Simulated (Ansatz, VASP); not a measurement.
## AlN in VASP and in Ansatz

Contents of POSCAR:

```
AlN
1.0
    4.3679871192      0.0000000000      0.0000000000
    0.0000000000     -4.3679871192      0.0000000000
    0.0000000000      0.0000000000     -4.3679871192
Al N
4 4
Direct
    0.0080941949      0.4919058051      0.5000000000
    0.5000000000      0.0000000000      0.5000000000
    0.5000000000      0.5000000000      0.0000000000
    0.0000000000      0.0000000000      0.0000000000
    0.7500000000      0.7500000000      0.7500000000
    0.2500000000      0.2500000000      0.7500000000
    0.2500000000      0.7500000000      0.2500000000
    0.7500000000      0.2500000000      0.2500000000
```

INCAR.step1

```
  PREC = Accurate
  ENCUT = 520
  ISMEAR = 0
  SIGMA = 0.05
  LREAL = False
  LASPH = True
  NELM = 80
  NBANDS = 26
  GGA = PE
  ALGO = Normal
  EDIFF = 1E-4
  LWAVE = True
  LCHARG = False
```

The input INCAR.step2:

```
  PREC = Accurate
  ENCUT = 520
  EDIFF = 1E-6
  ISMEAR = 0
  SIGMA = 0.05
  LREAL = False
  LASPH = True
  NELM = 80
  ALGO = Normal
  ISIF = 2
  LWAVE = False
  LCHARG = True
  METAGGA = R2SCAN
  LMIXTAU = True
  LELF = True
  LVHAR = True
  NBANDS = 26
  ISTART = 1
```

KPOINTS

```
regular mesh
0
Gamma
  6 6 6
```

Input for Ansatz:

```yaml
crystal:
  lattice:
    - [4.3679871192, 0.0, 0.0]
    - [0.0, -4.3679871192, 0.0]
    - [0.0, 0.0, -4.3679871192]
  atoms:
    - { symbol: Al, position: [0.0080941949, 0.4919058051, 0.5] }
    - { symbol: Al, position: [0.5, 0.0, 0.5] }
    - { symbol: Al, position: [0.5, 0.5, 0.0] }
    - { symbol: Al, position: [0.0, 0.0, 0.0] }
    - { symbol: "N", position: [0.75, 0.75, 0.75] }
    - { symbol: "N", position: [0.25, 0.25, 0.75] }
    - { symbol: "N", position: [0.25, 0.75, 0.25] }
    - { symbol: "N", position: [0.75, 0.25, 0.25] }
basis:
  ecutwfc: 500
kpoints:
  mp_grid: { grid: [6, 6, 6] }
hamiltonian:
  xc: r2scan
scf:
  occupations: { method: gaussian, width: 0.05 }
output:
  forces: true
  stress: true
  eigenvalues: true
  write_density: true
  write_potential: true
  elf: true
  volumetric_format: npy
```

Alike in both runs: task single point; functional r2SCAN; k mesh 6 × 6 × 6; occupations gaussian, width 0.05 eV; no spin polarisation.

|  | VASP | Ansatz |
| --- | --- | --- |
| version | VASP 6.6.1 | Ansatz 0.2.0 |
| potentials or method | VASP PAW PBE potentials, release 64 (Al, N), cutoff 520 eV | scalar-relativistic, plane waves, PAW |
| valence electrons in the cell | 32 | 32 |

```csv
,VASP,Ansatz,Ansatz less VASP
gap on the k mesh at the Fermi level (eV),3.76,3.77,+0.007
least direct gap on the mesh (eV),3.76,3.77,+0.007
pressure (GPa),0.0,0.4,+0.39
"traceless stress, the component that is largest in VASP (GPa)",-0.60,-0.59,+0.011
rms of the force components (eV/Å),0.259,0.257,-0.0013
```

VASP's potentials were made for PBE, not for r2SCAN. Atom by atom the forces differ by 0.002 eV/Å (rms over components).
